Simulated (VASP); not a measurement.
# SiO2 (Pnnm) in VASP: notebook, part 2 of 4

VASP 6.6.1. Earlier steps stand in the parts before.

## (3) Single point, r2SCAN (strain -0.0300 x Voigt [0, 1, 0, 0, 0, 0])

The input, POSCAR:

```
SiO2
1.0
    4.1854060871      0.0000000000      0.0000000000
    0.0000000000      4.0598439045      0.0000000000
    0.0000000000      0.0000000000      2.6687449852
Si O
2 4
Direct
    0.5000000000      0.5000000000      0.5000000000
    0.0000000000      0.0000000000      0.0000000000
    0.6938852015      0.6938852015      0.0000000000
    0.1938852015      0.8061147985      0.5000000000
    0.3061147985      0.3061147985      0.0000000000
    0.8061147985      0.1938852015      0.5000000000
```

The input, INCAR.step1:

```
SYSTEM = SiO2
  PREC = Accurate
  ENCUT = 520
  ISMEAR = 0
  SIGMA = 0.05
  LREAL = .FALSE.
  LASPH = .TRUE.
  NELM = 100
  NBANDS = 25
  GGA = PE
  ALGO = Normal
  EDIFF = 1E-4
  LWAVE = .TRUE.
  LCHARG = .FALSE.
```

The input, INCAR.step2:

```
SYSTEM = SiO2
  PREC = Accurate
  ENCUT = 520
  EDIFF = 1E-6
  ISMEAR = 0
  SIGMA = 0.05
  LREAL = .FALSE.
  LASPH = .TRUE.
  NELM = 100
  ALGO = Normal
  ISIF = 2
  LWAVE = .FALSE.
  LCHARG = .FALSE.
  METAGGA = R2SCAN
  LMIXTAU = .TRUE.
  NBANDS = 25
  ISTART = 1
```

The input, KPOINTS:

```
regular mesh
0
G
  6 6 8
  0 0 0
```

Potentials or basis: VASP PAW PBE potentials, release 64 (Si, O).

Launch:

```
$ cat potpaw_PBE.64/Si/POTCAR potpaw_PBE.64/O/POTCAR > POTCAR
$ cp INCAR.step1 INCAR
$ mpirun -np 1 vasp_std > vasp.out
$ cp INCAR.step2 INCAR
$ mpirun -np 1 vasp_std > vasp.out
```

OUTCAR:

```text
SYSTEM = SiO2
   PREC = Accurate
   ENCUT = 520
   EDIFF = 1E-6
   ISMEAR = 0
   LREAL = .FALSE.
   LASPH = .TRUE.
   NELM = 100
   ISIF = 2
   METAGGA = R2SCAN
   ISTART = 1

 ion  position               nearest neighbor table
   1  0.500  0.500  0.500-   3 1.75   5 1.75   3 1.75   5 1.75   4 1.78   6 1.78
   2  0.000  0.000  0.000-   4 1.75   6 1.75   4 1.75   6 1.75   5 1.78   3 1.78
   3  0.694  0.694  0.000-   1 1.75   1 1.75   2 1.78
   4  0.194  0.806  0.500-   2 1.75   2 1.75   1 1.78
   5  0.306  0.306  0.000-   1 1.75   1 1.75   2 1.78
   6  0.806  0.194  0.500-   2 1.75   2 1.75   1 1.78

  LATTYP: Found a simple orthorhombic cell.
 ALAT       =     2.6687449852
 B/A-ratio  =     1.5212558439
 C/A-ratio  =     1.5683049937

  Lattice vectors:

 A1 = (   0.0000000000,   0.0000000000,  -2.6687449852)
 A2 = (   0.0000000000,   4.0598439045,   0.0000000000)
 A3 = (   4.1854060871,   0.0000000000,   0.0000000000)

Analysis of symmetry for initial positions (statically):
=====================================================================
 Subroutine PRICEL returns:
 Original cell was already a primitive cell.

 Routine SETGRP: Setting up the symmetry group for a
 simple orthorhombic supercell.

 Subroutine GETGRP returns: Found  8 space group operations
 (whereof  4 operations were pure point group operations)
 out of a pool of  8 trial point group operations.

The static configuration has the point symmetry C_2h.
 The point group associated with its full space group is D_2h.

Analysis of symmetry for dynamics (positions and initial velocities):
=====================================================================
 Subroutine PRICEL returns:
 Original cell was already a primitive cell.

 Routine SETGRP: Setting up the symmetry group for a
 simple orthorhombic supercell.

 Subroutine GETGRP returns: Found  8 space group operations
 (whereof  4 operations were pure point group operations)
 out of a pool of  8 trial point group operations.

The dynamic configuration has the point symmetry C_2h.
 The point group associated with its full space group is D_2h.

 Subroutine INISYM returns: Found  8 space group operations
 (whereof  4 operations are pure point group operations),
 and found     1 'primitive' translations

----------------------------------------------------------------------------------------

                                     Primitive cell

  volume of cell :      45.3476

  direct lattice vectors                    reciprocal lattice vectors
     4.185406087  0.000000000  0.000000000     0.238925442  0.000000000  0.000000000
     0.000000000  4.059843905  0.000000000     0.000000000  0.246314889  0.000000000
     0.000000000  0.000000000  2.668744985     0.000000000  0.000000000  0.374707964

  length of vectors
     4.185406087  4.059843905  2.668744985     0.238925442  0.246314889  0.374707964

  position of ions in fractional coordinates (direct lattice)
     0.500000000  0.500000000  0.500000000
     0.000000000  0.000000000  0.000000000
     0.693885202  0.693885202  0.000000000
     0.193885202  0.806114798  0.500000000
     0.306114798  0.306114798  0.000000000
     0.806114798  0.193885202  0.500000000

  ion indices of the primitive-cell ions
   primitive index   ion index
                 1           1
                 2           2
[... 28 lines left out ...]

 Found     80 irreducible k-points:

 Following reciprocal coordinates:
            Coordinates               Weight
  0.000000  0.000000  0.000000      1.000000
  0.166667  0.000000  0.000000      2.000000
  0.333333  0.000000  0.000000      2.000000
  0.500000  0.000000  0.000000      1.000000
  0.000000  0.166667  0.000000      2.000000
  0.166667  0.166667  0.000000      4.000000
[... 16 lines left out ...]
  0.333333  0.166667  0.125000      8.000000
  0.500000  0.166667  0.125000      4.000000
 [... further k-points ...]
   k-points           NKPTS =     80   k-points in BZ     NKDIM =     80   number of bands    NBANDS=     25
   number of dos      NEDOS =    301   number of ions     NIONS =      6
   total plane-waves  NPLWV =  19200
   dimension x,y,z NGX =    32 NGY =   30 NGZ =   20
   dimension x,y,z NGXF=    64 NGYF=   60 NGZF=   40
   ions per type =               2   4
   NGX,Y,Z   is equivalent  to a cutoff of  12.71, 12.28, 12.46 a.u.
   NGXF,Y,Z  is equivalent  to a cutoff of  25.42, 24.57, 24.92 a.u.
 SYSTEM =  SiO2
   PREC   = accura    normal or accurate (medium, high low for compatibility)
   ISTART =      1    job   : 0-new  1-cont  2-samecut
   ICHARG =      0    charge: 1-file 2-atom 10-const
   ISPIN  =      1    spin polarized calculation?
   LNONCOLLINEAR =      F non collinear calculations
   LSORBIT =      F    spin-orbit coupling
   LASPH  =      T    aspherical Exc in radial PAW
   ENCUT  =  520.0 eV  38.22 Ry    6.18 a.u.   7.78  7.55  4.96*2*pi/ulx,y,z
   NELM   =    100;   NELMIN=  2; NELMDL=  0     # of ELM steps
   EDIFF  = 0.1E-05   stopping-criterion for ELM
   LREAL  =      F    real-space projection
   EDIFFG = 0.1E-04   stopping-criterion for IOM
   NSW    =      0    number of steps for IOM
   IBRION =     -1    ionic relax: 0-MD 1-quasi-New 2-CG
   NFREE  =      0    steps in history (QN), initial steepest desc. (CG)
   ISIF   =      2    stress and relaxation
   ISYM   =      2    0-nonsym 1-usesym 2-fastsym
   POTIM  = 0.5000    time-step for ionic-motion
   TEBEG  =    0.0;   TEEND  =   0.0 temperature during run
   PSTRESS=    0.0 pullay stress
   NELECT =      32.0000    total number of electrons
   NUPDOWN=      -1.0000    fix difference up-down
   EMIN   =  10.00;   EMAX   =-10.00  energy-range for DOS
   EFERMI =   0.00;   METHOD = LEGACY
   ISMEAR =     0;   SIGMA  =   0.05  broadening in eV -4-tet -1-fermi 0-gaus
   EFERMI_NEDOS =   21; number of points for ismear=-14 and -15
   IALGO  =     38    algorithm
   IMIX   =      4    mixing-type and parameters
     AMIX     =   0.40;   BMIX     =  1.00
     AMIX_MAG =   1.60;   BMIX_MAG =  1.00
  volume/ion in A,a.u.               =       7.56        51.00
  Fermi-wavevector in a.u.,A,eV,Ry     =   1.457494  2.754265 28.902709  2.124289
  Thomas-Fermi vector in A             =   2.574289
   LORBIT       =      0    0 simple, 1 ext, 2 COOP (PROOUT), +10 PAW based schemes
   METAGGA = R2SCAN    functional components
   LHFCALC =     F    Hartree Fock is set to
   AEXX    =    0.0000 exact exchange contribution
   IVDW    =     0    specifies the selected vdW correction
   LEPSILON=     F    determine dielectric tensor
   LRPA    =     F    only Hartree local field effects (RPA)
 non-spin polarized calculation
 Gauss-broadening in eV      SIGMA  =   0.05
  energy-cutoff  :      520.00
  volume of cell :       45.35
 maximum number of plane-waves:      1250
 NGX is ok and might be reduce to    32
   NGX = 15   NGY = 15   NGZ =  9

 number of electron      31.9999991 magnetization

 Free energy of the ion-electron system (eV)
  ---------------------------------------------------
  ext. energy  EPLUGINS =         0.00000000
  ---------------------------------------------------
  free energy    TOTEN  =       -58.70478957 eV

  energy without entropy =      -58.70478957  energy(sigma->0) =      -58.70478957

 E-fermi :   8.5420     XC(G=0): -13.0372

 val. band max:        8.2360617805   @ k =   0.0000   0.0000   0.0000
 cond. band min:      15.2418576175   @ k =   0.0000   0.0000   0.0000
 fundamental gap:      7.0057958369
 Fermi energy:         8.5420434915

 k-point     1 :       0.0000    0.0000    0.0000
  band No.  band energies     occupation
      1     -15.6129      2.00000
      2     -11.9688      2.00000
      3     -11.6996      2.00000
      4     -11.5380      2.00000
      5      -2.9811      2.00000
      6       1.5719      2.00000
[... 661 lines left out ...]
     24      22.3488      0.00000
     25      24.1639      0.00000

 [... further k-points ...]
[... 5 lines left out ...]
  --------------------------------------------------------------------------------------
  -------------------------------------------------------------------------------------
  Total        1.8435602      5.0727614      2.1379300      0.0000000      0.0000000      0.0000000
  in kB       65.1349218    179.2259983     75.5353159      0.0000000      0.0000000      0.0000000
  external PRESSURE =     106.6320787 kB  Pullay stress =       0.0000000 kB

 VOLUME and BASIS-vectors are now :
 -----------------------------------------------------------------------------
  energy-cutoff  :      520.00
  volume of cell :       45.35
      direct lattice vectors                 reciprocal lattice vectors
     4.185406087  0.000000000  0.000000000     0.238925442  0.000000000  0.000000000
     0.000000000  4.059843905  0.000000000     0.000000000  0.246314889  0.000000000
     0.000000000  0.000000000  2.668744985     0.000000000  0.000000000  0.374707964

 POSITION                                       TOTAL-FORCE (eV/Angst)
 -----------------------------------------------------------------------------------
      2.09270      2.02992      1.33437         0.000000      0.000000      0.000000
      0.00000      0.00000      0.00000         0.000000      0.000000      0.000000
      2.90419      2.81707      0.00000         0.142167      0.301042      0.000000
      0.81149      3.27270      1.33437         0.142167     -0.301042      0.000000
      1.28121      1.24278      0.00000        -0.142167     -0.301042      0.000000
      3.37392      0.78714      1.33437        -0.142167      0.301042     -0.000000
 -----------------------------------------------------------------------------------
    total drift:                                0.000000     -0.000000      0.000000

  FREE ENERGIE OF THE ION-ELECTRON SYSTEM (eV)
  ---------------------------------------------------
  free  energy   TOTEN  =       -58.7047895737 eV

  energy  without entropy=      -58.7047895737  energy(sigma->0) =      -58.70478957
```

Run time: 2.4 min. Hardware: 1 thread of Intel Xeon Platinum 8124M at 3.00GHz (Skylake/Cascade Lake), shared host; peak memory 0.2 GiB.

Results:

- Free energy: -58.7048 eV
- Pressure: 10.7 GPa
- Largest force: 0.333 eV/Å
- Band gap on the k mesh: 7.01 eV, direct

Forces in eV/Å, atoms in the order of the input:
```
Si   0.000  0.000  0.000
Si   0.000  0.000  0.000
O    0.142  0.301  0.000
O    0.142 -0.301  0.000
O   -0.142 -0.301  0.000
O   -0.142  0.301  0.000
```

Levels at points of the mesh, in eV from the valence-band top:
| k point | band 12 | band 13 | band 14 | band 15 | band 16 | band 17 | band 18 | band 19 | band 20 | band 21 |
| --- | --- | --- | --- | --- | --- | --- | --- | --- | --- | --- |
| (0.00, 0.00, 0.00) | -3.25 | -2.61 | -1.03 | -0.74 | 0.00 | 7.01 | 7.52 | 9.33 | 9.71 | 12.20 |
| (0.50, 0.00, 0.00) | -4.16 | -2.80 | -2.80 | -1.00 | -1.00 | 8.93 | 8.93 | 10.17 | 10.17 | 12.35 |
| (0.00, 0.50, 0.00) | -3.95 | -2.90 | -2.90 | -1.19 | -1.19 | 8.96 | 8.96 | 10.05 | 10.05 | 12.60 |
| (0.50, 0.50, 0.00) | -3.49 | -2.78 | -2.78 | -2.37 | -2.37 | 8.62 | 8.62 | 11.17 | 11.17 | 14.81 |
| (0.00, 0.00, 0.50) | -4.74 | -3.30 | -3.30 | -2.81 | -2.81 | 10.59 | 10.59 | 14.01 | 14.01 | 14.40 |
| (0.50, 0.00, 0.50) | -4.10 | -2.40 | -2.40 | -1.98 | -1.98 | 10.00 | 10.00 | 11.30 | 11.30 | 13.44 |
| (0.00, 0.50, 0.50) | -4.17 | -2.29 | -2.29 | -1.75 | -1.75 | 10.33 | 10.33 | 11.44 | 11.44 | 13.53 |
| (0.50, 0.50, 0.50) | -4.59 | -1.80 | -1.80 | -1.66 | -1.66 | 8.60 | 8.60 | 12.13 | 12.13 | 13.15 |

Caveat: the cell differs from its parent crystal (strain -0.0300 x Voigt [0, 1, 0, 0, 0, 0]); the PAW data sets were made with another functional, which shifts forces and pressure a little.

(Part 2 of 4 ends here.)
